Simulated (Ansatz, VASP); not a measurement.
# Two plane-wave programs on WSe

File POSCAR:

```
WSe
1.0
    0.0000000000      2.8530058079      2.8530058079
    2.8530058079      0.0000000000      2.8530058079
    2.8530058079      2.8530058079      0.0000000000
W Se
1 1
Direct
    0.0000000000      0.0000000000      0.0000000000
    0.5000000000      0.5000000000      0.5000000000
```

File INCAR.step1:

```
PREC = Accurate ; ENCUT = 520
ISMEAR = 0 ; SIGMA = 0.1
LREAL = F ; LASPH = T
NELM = 150 ; LMAXMIX = 4
LDAU = T ; LDAUTYPE = 2
LDAUL = 2 -1 ; LDAUU = 6.2 0
LDAUJ = 0 0 ; NBANDS = 17
GGA = PE ; ALGO = Normal
EDIFF = 1E-4 ; LWAVE = T
LCHARG = F
```

The input INCAR.step2:

```
PREC = Accurate ; ENCUT = 520
EDIFF = 1E-6 ; ISMEAR = 0
SIGMA = 0.1 ; LREAL = F
LASPH = T ; NELM = 150
ALGO = Normal ; ISIF = 2
LWAVE = F ; LCHARG = F
LMAXMIX = 4 ; LDAU = T
LDAUTYPE = 2 ; LDAUL = 2 -1
LDAUU = 6.2 0 ; LDAUJ = 0 0
LDAUPRINT = 1 ; METAGGA = R2SCAN
LMIXTAU = T ; NBANDS = 17
ISTART = 1
```

KPOINTS

```
regular mesh
0
Gamma
  12 12 12
```

Input for Ansatz:

```yaml
crystal:
  lattice:
    - [0.0, 2.8530058079, 2.8530058079]
    - [2.8530058079, 0.0, 2.8530058079]
    - [2.8530058079, 2.8530058079, 0.0]
  atoms:
    - { symbol: W, position: [0.0, 0.0, 0.0] }
    - { symbol: Se, position: [0.5, 0.5, 0.5] }
basis:
  ecutwfc: 500
kpoints:
  mp_grid: { grid: [12, 12, 12] }
hamiltonian:
  xc: r2scan
  hubbard: { sites: [{ species: W, l: d, u_eff: 6.2 }] }
scf:
  occupations: { method: gaussian, width: 0.1 }
output:
  forces: true
  stress: true
  eigenvalues: true
```

Alike in both runs: task single point; functional r2SCAN; k mesh 12 × 12 × 12; occupations gaussian, width 0.1 eV; no spin polarisation; Hubbard terms W d U = 6.2 eV.

|  | VASP | Ansatz |
| --- | --- | --- |
| version | VASP 6.6.1 | Ansatz 0.2.0 |
| potentials or method | VASP PAW PBE potentials, release 64 (W_sv, Se), cutoff 520 eV | scalar-relativistic, plane waves, PAW |
| valence electrons in the cell | 20 | 30 |

```tsv
	VASP	Ansatz	Ansatz less VASP
gap on the k mesh at the Fermi level (eV)	none	none	-
pressure (GPa)	-15.5	-14.5	+0.99
```

VASP's potentials were made for PBE, not for r2SCAN. The programs project onto different local orbitals, so the same U acts differently, and such runs can settle in different states. A gap of «none» marks a metal or a gap that the smearing closes. VASP's potentials hold 20 valence electrons a cell and Ansatz's 30, so a difference there can come from the potentials and not from the codes. Ansatz's warnings: filled band counts differ across k points.

Neither program's run includes spin-orbit coupling.
